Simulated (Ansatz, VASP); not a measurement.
**One calculation of SiC, two programs**

INCAR

```
ALGO = Normal
EDIFF = 1E-8
ENCUT = 520
GGA = PE
GGA_COMPAT = False
ISIF = 2
ISMEAR = -1
LASPH = True
LCHARG = False
LEFG = True
LREAL = False
LWAVE = False
NBANDS = 16
NELM = 120
PREC = Accurate
SIGMA = 0.02
```

KPOINTS

```
k-points
0
Gamma
  10 10 6
```

POSCAR

```
SiC
1.0
    3.0760000000      0.0000000000      0.0000000000
   -1.5380000000      2.6638941420      0.0000000000
    0.0000000000      0.0000000000      5.0480000000
Si C
2 2
Direct
    0.3333333333      0.6666666667      0.0044948860
    0.6666666667      0.3333333333      0.5044948860
    0.3333333333      0.6666666667      0.3805051140
    0.6666666667      0.3333333333      0.8805051140
```

Input for Ansatz:

```yaml
crystal:
  lattice:
    - [3.076, 0.0, 0.0]
    - [-1.538, 2.663894142, 0.0]
    - [0.0, 0.0, 5.048]
  atoms:
    - { symbol: Si, position: [0.3333333333, 0.6666666667, 0.004494886] }
    - { symbol: Si, position: [0.6666666667, 0.3333333333, 0.504494886] }
    - { symbol: C, position: [0.3333333333, 0.6666666667, 0.380505114] }
    - { symbol: C, position: [0.6666666667, 0.3333333333, 0.880505114] }
kpoints:
  mp_grid: { grid: [10, 10, 6] }
scf:
  occupations: { method: fermi_dirac, width: 0.02 }
  convergence: { dr2_threshold: 1.0e-08 }
hamiltonian:
  xc: pbe
  pseudopotentials: { kind: paw }
output:
  forces: true
  stress: true
  populations: true
  efg: { contact_densities: true }
```

Alike in both runs: task electric field gradients; functional PBE; k mesh 10 × 10 × 6; occupations fermi-dirac, width 0.02 eV; no spin polarisation.

```csv
,VASP,Ansatz
version,VASP 6.6.1,Ansatz 0.2.0
potentials or method,"VASP PAW PBE potentials, release 64 (Si, C)","plane-wave PAW, scalar-relativistic"
plane-wave cutoff (eV),520,420
valence electrons in the cell,16,16
```

```csv
,VASP,Ansatz,Ansatz less VASP
gap on the k mesh at the Fermi level (eV),2.44,2.44,+0.003
pressure (GPa),3.4,3.4,+0.05
"traceless stress, the component that is largest in VASP (GPa)",-0.11,-0.11,-0.009
rms of the force components (eV/Å),0.010,0.010,0.0000
size of Vzz on the site where it differs most (V/Å²),3.6,3.4,-0.20
```

Atom by atom the forces differ by 0.000 eV/Å (rms over components). With one functional, cell and mesh, what is left measures potentials, basis and numerics. Ansatz's warnings: stress scf threshold loose.
